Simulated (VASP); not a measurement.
**CaC2: single point with LDA**

CaC2:

```xyz
3
Lattice="-1.9343 1.9343 3.2822 1.9343 -1.9343 3.2822 1.9343 1.9343 -3.2822" Properties=species:S:1:pos:R:3 pbc="T T T"
Ca    0.0000    0.0000    0.0000
C     0.0000    0.0000    3.9248
C     0.0000    0.0000    2.6396
```

This cell differs from its parent crystal: strain +0.000 along x and y, +0.025 along z.

```
Program             : VASP 6.6.1
Task                : single point
Functional          : LDA
Potentials or basis : VASP PAW LDA potentials, release 64 (Ca_sv, C)
Cutoff              : 520 eV
k mesh              : 10 × 10 × 10
Occupations         : gaussian, width 0.05 eV
Spin                : no spin polarisation
```

```json
{"Pressure": "-8.3 GPa", "Largest force": "1.872 eV/Å", "Band gap on the k mesh": "1.06 eV, indirect (least direct gap 2.12 eV)"}
```

Forces in eV/Å, atoms in the order of the input:
```
Ca   0.000  0.000  0.000
C    0.000  0.000 -1.872
C    0.000  0.000  1.872
```

Stress tensor (GPa, compression positive):
```
 -4.06   0.00   0.00
  0.00  -4.06   0.00
  0.00   0.00 -16.75
```

Levels at points of the mesh, in eV from the valence-band top:
```tsv
k point	band 6	band 7	band 8	band 9	band 10	band 11	band 12	band 13
(0.00, 0.00, 0.00)	-2.74	-2.31	-0.96	-0.96	3.01	3.01	4.01	5.00
(0.50, 0.00, 0.00)	-4.27	-2.41	-1.81	-0.92	4.55	5.60	5.82	6.05
(0.50, 0.50, 0.00)	-3.09	-2.71	-1.61	-1.06	1.06	5.24	6.25	6.96
(0.50, 0.50, 0.50)	-4.59	-1.56	-1.56	0.00	3.01	5.54	6.02	6.19
```

It took 79 s on 1 thread of Intel(R) Xeon(R) Platinum 8259CL CPU @ 2.50GHz (Skylake/Cascade Lake), on a shared host, peak memory 0.21 GiB.

Caveat: the cell differs from its parent crystal (strain +0.000 along x and y, +0.025 along z); forces of over 1 eV/Å act on the atoms, so gaps and moduli don't describe the material at rest. A k mesh can miss the band edges.
